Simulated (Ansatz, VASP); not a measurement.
## Pd: VASP beside Ansatz

```xyz
1
Lattice="0.0000 1.9378 1.9378 1.9378 0.0000 1.9378 1.9378 1.9378 0.0000" Properties=species:S:1:pos:R:3 pbc="T T T"
Pd    0.0000    0.0000    0.0000
```

Alike in both runs: functional PBEsol; k mesh 24 × 24 × 24; occupations gaussian, width 0.1 eV; no spin polarisation.

Ansatz relaxed the structure, and its values are those at the end. VASP's run is a single point on that final structure, the one shown.

|  | VASP | Ansatz |
| --- | --- | --- |
| version | VASP 6.6.1 | Ansatz 0.2.0 |
| potentials or method | VASP PAW PBE potentials, release 64 (Pd), cutoff 520 eV | scalar-relativistic, plane waves, PAW |
| valence electrons in the cell | 10 | 18 |

```tsv
	VASP	Ansatz	Ansatz less VASP
gap on the k mesh at the Fermi level (eV)	none	none	-
pressure (GPa)	-0.3	0.0	+0.33
```

VASP's potentials were made for PBE, not for PBEsol. A gap of «none» marks a metal or a gap that the smearing closes. The functional is the same, so the differences come from potentials, cutoffs and numerics. VASP's potentials hold 10 valence electrons a cell and Ansatz's 18, so a difference there can come from the potentials and not from the codes.
